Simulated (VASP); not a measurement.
# Hf (Pm-3m) in VASP: further runs, part 2 of 2

VASP 6.6.1. The steps go on from the part before.

## 4. Single point, r2SCAN

This run uses another cell than the first one, of 24.39 Å³/atom.

Contents of POSCAR:

```
Hf
1.0
    2.9000667314      0.0000000000      0.0000000000
    0.0000000000      2.9000667314      0.0000000000
    0.0000000000      0.0000000000      2.9000667314
Hf
1
Direct
    0.0000000000      0.0000000000      0.0000000000
```

Contents of INCAR.step1:

```
ALGO = Normal
EDIFF = 1E-4
ENCUT = 520
GGA = PE
ISMEAR = -1
LASPH = True
LCHARG = False
LREAL = False
LWAVE = True
NBANDS = 11
NELM = 60
PREC = Accurate
SIGMA = 0.1
```

Contents of INCAR.step2:

```
ALGO = Normal
EDIFF = 1E-6
ENCUT = 520
ISIF = 2
ISMEAR = -1
ISTART = 1
LASPH = True
LCHARG = False
LMIXTAU = True
LREAL = False
LWAVE = False
METAGGA = R2SCAN
NBANDS = 11
NELM = 60
PREC = Accurate
SIGMA = 0.1
```

Contents of KPOINTS:

```
k-points
0
Gamma
  18 18 18
```

Potentials or basis: VASP PAW PBE potentials, release 64 (Hf_pv).

Launch:

```bash
$ cat potpaw_PBE.64/Hf_pv/POTCAR > POTCAR
$ cp INCAR.step1 INCAR
$ mpirun -np 1 vasp_std > vasp.out
$ cp INCAR.step2 INCAR
$ mpirun -np 1 vasp_std > vasp.out
```

OUTCAR:

```text
EDIFF = 1E-6
   ENCUT = 520
   ISIF = 2
   ISMEAR = -1
   ISTART = 1
   LASPH = True
   LREAL = False
   METAGGA = R2SCAN
   NELM = 60
   PREC = Accurate

 ion  position               nearest neighbor table
   1  0.000  0.000  0.000-

  LATTYP: Found a simple cubic cell.
 ALAT       =     2.9000667314

  Lattice vectors:

 A1 = (   2.9000667314,   0.0000000000,   0.0000000000)
 A2 = (   0.0000000000,   2.9000667314,   0.0000000000)
 A3 = (   0.0000000000,   0.0000000000,   2.9000667314)
[... 505 lines left out ...]
      2     -27.2872      2.00000
      3     -27.1564      2.00000
      4      -0.3432      2.00000
      5       3.1892      1.99535
      6       3.8759      0.61809
      7       7.4439      0.00000
      8       7.9610      0.00000
      9      10.5456      0.00000
     10      13.4300      0.00000
     11      15.7928      0.00000

 [... further k-points ...]
[... 5 lines left out ...]
  --------------------------------------------------------------------------------------
  -------------------------------------------------------------------------------------
  Total       -0.0613339     -0.0613339     -0.0613339      0.0000000      0.0000000      0.0000000
  in kB       -4.0289093     -4.0289093     -4.0289093      0.0000000      0.0000000      0.0000000
  external PRESSURE =      -4.0289093 kB  Pullay stress =       0.0000000 kB

 VOLUME and BASIS-vectors are now :
 -----------------------------------------------------------------------------
  energy-cutoff  :      520.00
  volume of cell :       24.39
      direct lattice vectors                 reciprocal lattice vectors
     2.900066731  0.000000000  0.000000000     0.344819652  0.000000000  0.000000000
     0.000000000  2.900066731  0.000000000     0.000000000  0.344819652  0.000000000
     0.000000000  0.000000000  2.900066731     0.000000000  0.000000000  0.344819652

 POSITION                                       TOTAL-FORCE (eV/Angst)
 -----------------------------------------------------------------------------------
      0.00000      0.00000      0.00000         0.000000      0.000000      0.000000
 -----------------------------------------------------------------------------------
    total drift:                                0.000000     -0.000000      0.000000

  FREE ENERGIE OF THE ION-ELECTRON SYSTEM (eV)
  ---------------------------------------------------
  free  energy   TOTEN  =       -43.9546338609 eV

  energy  without entropy=      -43.9007482213  energy(sigma->0) =      -43.92769104
```

OUTCAR.step1:

```text
EDIFF = 1E-4
   ENCUT = 520
   GGA = PE
   ISMEAR = -1
   LASPH = True
[... 551 lines left out ...]

 POSITION                                       TOTAL-FORCE (eV/Angst)
 -----------------------------------------------------------------------------------
      0.00000      0.00000      0.00000         0.000000      0.000000      0.000000
 -----------------------------------------------------------------------------------
    total drift:                                0.000000     -0.000000      0.000000

  FREE ENERGIE OF THE ION-ELECTRON SYSTEM (eV)
  ---------------------------------------------------
  free  energy   TOTEN  =        -8.8688893194 eV

  energy  without entropy=       -8.8115923525  energy(sigma->0) =       -8.84024084
```

Wall time 1.7 min (1 thread of Intel Xeon Platinum 8259CL at 2.50GHz (Skylake/Cascade Lake), shared host); peak memory 0.19 GiB.

What came out:

```
Free energy            : -43.9546 eV
Pressure               : -0.4 GPa
Band gap on the k mesh : zero (bands 5 and 6 overlap by 2.48 eV)
```

Levels at points of the mesh, in eV from the Fermi level:
| k point | band 2 | band 3 | band 4 | band 5 | band 6 | band 7 | band 8 | band 9 |
| --- | --- | --- | --- | --- | --- | --- | --- | --- |
| (0.00, 0.00, 0.00) | -31.03 | -31.03 | -6.88 | -1.53 | -1.53 | 7.00 | 7.00 | 7.00 |
| (0.50, 0.00, 0.00) | -30.94 | -30.94 | -3.22 | -0.57 | -0.32 | 3.44 | 3.44 | 7.37 |
| (0.50, 0.50, 0.00) | -31.90 | -30.86 | -2.98 | -0.58 | 4.21 | 4.21 | 4.60 | 4.60 |
| (0.50, 0.50, 0.50) | -31.77 | -31.77 | -1.24 | -1.24 | -1.24 | 7.20 | 9.36 | 9.36 |

Caveat: the PAW data sets were made with another functional, which shifts forces and pressure a little; spin-orbit coupling is left out, which moves the levels of the heavy elements.

## 5. The runs side by side

```csv
cell,k mesh,gap on the mesh (eV),pressure (GPa)
"a = 2.975 Å, 1 atom",12 × 12 × 12,none,-5.5
"a = 3.012 Å, 1 atom",12 × 12 × 12,none,-7.4
"a = 2.900 Å, 1 atom",18 × 18 × 18,none,-0.4
```

Alike in all rows: task single point; level r2SCAN; potentials or basis VASP PAW PBE potentials, release 64 (Hf_pv); no spin polarisation; cutoff (eV) 520; smearing fermi-dirac 0.1 eV.

Caveats: the PAW data sets were made with another functional, which shifts forces and pressure a little; spin-orbit coupling is left out, which moves the levels of the heavy elements; the cell stands under tension (at least some runs).

Absolute energies hang on the potentials; compare differences alone.
